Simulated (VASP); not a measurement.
Here is a VASP 6.6.1 calculation.

The input POSCAR:

```
Sb
1.0
    3.1600000000      0.0000000000      0.0000000000
    0.0000000000      3.1600000000      0.0000000000
    0.0000000000      0.0000000000      3.1600000000
Sb
1
Direct
    0.0000000000      0.0000000000      0.0000000000
```

The input INCAR.step1:

```
  ALGO = Normal
  EDIFF = 1E-4
  ENCUT = 520
  GGA = PE
  GGA_COMPAT = False
  ISMEAR = -1
  LASPH = True
  LCHARG = False
  LREAL = False
  LSORBIT = True
  LWAVE = True
  MAGMOM = 0 0 0
  NBANDS = 16
  NELM = 150
  PREC = Accurate
  SIGMA = 0.05
```

The input INCAR.step2:

```
  ALGO = Normal
  EDIFF = 1E-6
  ENCUT = 520
  GGA_COMPAT = False
  ISIF = 2
  ISMEAR = -1
  ISTART = 1
  LASPH = True
  LCHARG = True
  LMIXTAU = True
  LORBIT = 11
  LORBMOM = True
  LREAL = False
  LSORBIT = True
  LVHAR = True
  LWAVE = False
  MAGMOM = 0 0 0
  METAGGA = R2SCAN
  NBANDS = 16
  NELM = 150
  PREC = Accurate
  SIGMA = 0.05
```

KPOINTS

```
k-points
0
Gamma
  6 6 6
```

Potentials or basis: VASP PAW PBE potentials, release 64 (Sb).

Command:

```console
$ cat potpaw_PBE.64/Sb/POTCAR > POTCAR
$ cp INCAR.step1 INCAR
$ mpirun -np 1 vasp_ncl > vasp.out
$ cp INCAR.step2 INCAR
$ mpirun -np 1 vasp_ncl > vasp.out
```

Task: What does it give for the net moment?

Result: 0.00 μB per cell.

Task: Estimate the pressure.

Result: -3.2 GPa.

Moments on the atoms (μB; x, y, z):
```
Sb  0.00 0.00 0.00
```

Caveat: the PAW data sets were made with another functional, which shifts forces and pressure a little.
